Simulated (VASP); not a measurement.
Write the native input for VASP 6.6.1 that does the following.

* Task: single point
* Functional: r2SCAN
* Potentials or basis: VASP PAW PBE potentials, release 64 (Hg, Te)
* Cutoff: 520 eV
* k mesh: 6 × 6 × 6
* Occupations: fermi-dirac, width 0.02 eV
* Spin: no spin polarisation
* Dipole correction: no
* Further INCAR settings: ALGO = Normal; EDIFF = 1e-06; NBANDS = 16

The system is HgTe.

```
Hg Te
1.0
     0.00000    3.28916    3.28916
     3.28916    0.00000    3.28916
     3.28916    3.28916    0.00000
Hg Te
1 1
Cartesian
  0.0000 0.0000 0.0000
  1.6446 1.6446 1.6446
```

The input as run:

POSCAR

```
HgTe
1.0
    0.0000000000      3.2891578869      3.2891578869
    3.2891578869      0.0000000000      3.2891578869
    3.2891578869      3.2891578869      0.0000000000
Hg Te
1 1
Direct
    0.0000000000      0.0000000000      0.0000000000
    0.2500000000      0.2500000000      0.2500000000
```

INCAR.step1

```
SYSTEM = HgTe
PREC = Accurate
ENCUT = 520
ISMEAR = -1
SIGMA = 0.02
LREAL = .FALSE.
LASPH = .TRUE.
NELM = 100
NBANDS = 16
GGA = PE
ALGO = Normal
EDIFF = 1E-4
LWAVE = .TRUE.
LCHARG = .FALSE.
```

INCAR.step2

```
SYSTEM = HgTe
PREC = Accurate
ENCUT = 520
EDIFF = 1E-6
ISMEAR = -1
SIGMA = 0.02
LREAL = .FALSE.
LASPH = .TRUE.
NELM = 100
ALGO = Normal
ISIF = 2
LWAVE = .FALSE.
LCHARG = .FALSE.
METAGGA = R2SCAN
LMIXTAU = .TRUE.
NBANDS = 16
ISTART = 1
```

KPOINTS

```
regular mesh
0
G
  6 6 6
  0 0 0
```

Potentials or basis: VASP PAW PBE potentials, release 64 (Hg, Te).

Run with:

```console
$ cat potpaw_PBE.64/Hg/POTCAR potpaw_PBE.64/Te/POTCAR > POTCAR
$ cp INCAR.step1 INCAR
$ mpirun -np 1 vasp_std > vasp.out
$ cp INCAR.step2 INCAR
$ mpirun -np 1 vasp_std > vasp.out
```

Results of the run:

| Item | Value |
| --- | --- |
| Pressure | 0.0 GPa |
| Band gap on the k mesh | zero (filled and empty bands touch) |

Caveat: the PAW data sets were made with another functional, which shifts forces and pressure a little; spin-orbit coupling is left out, which moves the levels of the heavy elements.

Wall time 73 s on 1 thread of Intel(R) Xeon(R) Platinum 8488C (Sapphire Rapids), on a shared host, peak memory 0.22 GiB.
